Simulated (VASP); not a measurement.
Here is a VASP 6.6.1 calculation.

The input INCAR:

```
SYSTEM = Cs2AgBiBr6
PREC = Accurate ; ENCUT = 630
EDIFF = 1E-6 ; ISMEAR = -1
SIGMA = 0.05 ; LREAL = .FALSE.
LASPH = .TRUE. ; NELM = 200
ALGO = Normal ; ISIF = 2
LWAVE = .FALSE. ; LCHARG = .FALSE.
LMAXMIX = 4 ; LDAU = .TRUE.
LDAUTYPE = 2 ; LDAUL = -1 -1 2 -1
LDAUU = 0 0 4 0 ; LDAUJ = 0 0 0 0
LDAUPRINT = 1 ; GGA = PS
NBANDS = 58 ; GGA_COMPAT = .FALSE.
```

File KPOINTS:

```
regular mesh
0
G
  4 4 4
  0 0 0
```

Contents of POSCAR:

```
Cs2AgBiBr6
1.0
    0.0000000000      5.6161000000      5.6161000000
    5.6161000000      0.0000000000      5.6161000000
    5.6161000000      5.6161000000      0.0000000000
Bi Cs Ag Br
1 2 1 6
Direct
    0.0000000000      0.0000000000      0.0000000000
    0.7500000000      0.7500000000      0.7500000000
    0.2500000000      0.2500000000      0.2500000000
    0.5000000000      0.5000000000      0.5000000000
    0.7494500000      0.7494500000      0.2505500000
    0.2505500000      0.2505500000      0.7494500000
    0.7494500000      0.2505500000      0.2505500000
    0.7494500000      0.2505500000      0.7494500000
    0.2505500000      0.7494500000      0.7494500000
    0.2505500000      0.7494500000      0.2505500000
```

Potentials or basis: VASP PAW PBE potentials, release 64 (Bi_d, Cs_sv, Ag_sv_GW, Br).

The run is started by

```console
$ cat potpaw_PBE.64/Bi_d/POTCAR potpaw_PBE.64/Cs_sv/POTCAR potpaw_PBE.64/Ag_sv_GW/POTCAR potpaw_PBE.64/Br/POTCAR > POTCAR
$ mpirun -np 1 vasp_std > vasp.out
```

Problem. Estimate the band gap on the k mesh.

Solution. 1.40 eV (least direct gap 2.58 eV).

Problem. Predict the largest force.

Solution. 0.248 eV/Å.

Problem. Estimate the pressure.

Solution. 0.1 GPa.

Eigenvalues of the final occupation matrices:
```
    site  spin  trace               eigenvalues
site 4 d     1   4.37  0.87 0.87 0.87 0.88 0.88
site 4 d     2   4.37  0.87 0.87 0.87 0.88 0.88
```

Caveat: the PAW data sets were made with another functional, which shifts forces and pressure a little; spin-orbit coupling is left out, which moves the levels of the heavy elements. A k mesh can miss the band edges.
